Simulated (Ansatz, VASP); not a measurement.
ZnO: VASP beside Ansatz

The input INCAR:

```
SYSTEM = ZnO
ALGO     = Normal         ! electronic algorithm
EDIFF    = 1E-8           ! SCF threshold, eV
ENCUT    = 910            ! plane-wave cutoff, eV
GGA      = CA             ! functional
GGA_COMPAT= .False.      
ISIF     = 2              ! what is computed and relaxed
ISMEAR   = -1             ! smearing method
LASPH    = .True.         ! aspherical terms in the spheres
LCHARG   = .False.        ! write CHGCAR
LEFG     = .True.       
LREAL    = .False.        ! projectors in reciprocal space
LWAVE    = .False.        ! write WAVECAR
NBANDS   = 26             ! bands
NELM     = 120            ! most SCF steps
PREC     = Accurate       ! precision mode
SIGMA    = 0.01           ! smearing width, eV
```

File KPOINTS:

```
k-points
0
Gamma
  8 8 5
  0 0 0
```

File POSCAR:

```
ZnO
1.0
    3.2709185479      0.0000000000      0.0000000000
   -1.6354592739      2.8326985562      0.0000000000
    0.0000000000      0.0000000000      5.2382632560
Zn O
2 2
Direct
    0.3333333333      0.6666666667      0.0000000000
    0.6666666667      0.3333333333      0.5000000000
    0.3333333333      0.6666666667      0.3821000000
    0.6666666667      0.3333333333      0.8821000000
```

Input for Ansatz:

```yaml
crystal:
  lattice:
    - [3.2709185479, 0.0, 0.0]
    - [-1.6354592739, 2.8326985562, 0.0]
    - [0.0, 0.0, 5.238263256]
  atoms:
    - { symbol: Zn, position: [0.3333333333, 0.6666666667, 0.0] }
    - { symbol: Zn, position: [0.6666666667, 0.3333333333, 0.5] }
    - { symbol: O, position: [0.3333333333, 0.6666666667, 0.3821] }
    - { symbol: O, position: [0.6666666667, 0.3333333333, 0.8821] }
kpoints:
  mp_grid: { grid: [8, 8, 5] }
scf:
  occupations: { method: fermi_dirac, width: 0.01 }
hamiltonian:
  xc: lda
  pseudopotentials: { kind: paw }
output:
  forces: true
  stress: true
  eigenvalues: true
  efg: { contact_densities: true }
  write_density: true
  write_potential: true
  elf: true
  volumetric_format: npy
```

Change from the starting cell: volume scaled by 1.02, PAW files.

Alike in both runs: task electric field gradients; functional LDA; k mesh 8 × 8 × 5; occupations fermi-dirac, width 0.01 eV; no spin polarisation.

|  | VASP | Ansatz |
| --- | --- | --- |
| version | VASP 6.6.1 | Ansatz 0.2.0 |
| potentials or method | VASP PAW LDA potentials, release 64 (Zn, O_h) | PAW with Ansatz's default frozen-core files, scalar-relativistic |
| plane-wave cutoff (eV) | 910 | 420 |
| valence electrons in the cell | 36 | 36 |

VASP gave:

- gap on the k mesh at the Fermi level (eV): 0.71
- rms of the force components (eV/Å): 0.023
- size of Vzz on the site where it differs most (V/Å²): 7.6

Question: Estimate Ansatz's values.

Answer: gap on the k mesh at the Fermi level (eV): 0.70; rms of the force components (eV/Å): 0.022; size of Vzz on the site where it differs most (V/Å²): 7.2.

LDA's correlation is that of Perdew and Zunger in VASP and of Perdew and Wang (1992) in Ansatz. Atom by atom the forces differ by 0.001 eV/Å (rms over components).

Noted on VASP's run: the cutoff is short for stress, so the pressure is rough.
